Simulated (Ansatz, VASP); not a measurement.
Be: VASP beside Ansatz

```
Be
1.0
     2.25603    0.00000    0.00000
    -1.12801    1.95378    0.00000
     0.00000    0.00000    3.55644
Be
2
Direct
  0.33333 0.66667 0.25000
  0.66667 0.33333 0.75000
```

Alike in both runs: functional PBEsol; k mesh 21 × 21 × 12; occupations fermi-dirac, width 0.15 eV; no spin polarisation.

Ansatz relaxed the structure, and its values are those at the end. VASP's run is a single point on that final structure, the one shown.

|  | VASP | Ansatz |
| --- | --- | --- |
| version | VASP 6.6.1 | Ansatz 0.2.0 |
| potentials or method | VASP PAW PBE potentials, release 64 (Be), cutoff 520 eV | scalar-relativistic, plane waves, PAW |
| valence electrons in the cell | 4 | 4 |

```tsv
	VASP	Ansatz	Ansatz less VASP
gap on the k mesh at the Fermi level (eV)	none	none	-
pressure (GPa)	0.4	0.0	-0.38
```

VASP's potentials were made for PBE, not for PBEsol. A gap of «none» marks a metal or a gap that the smearing closes.
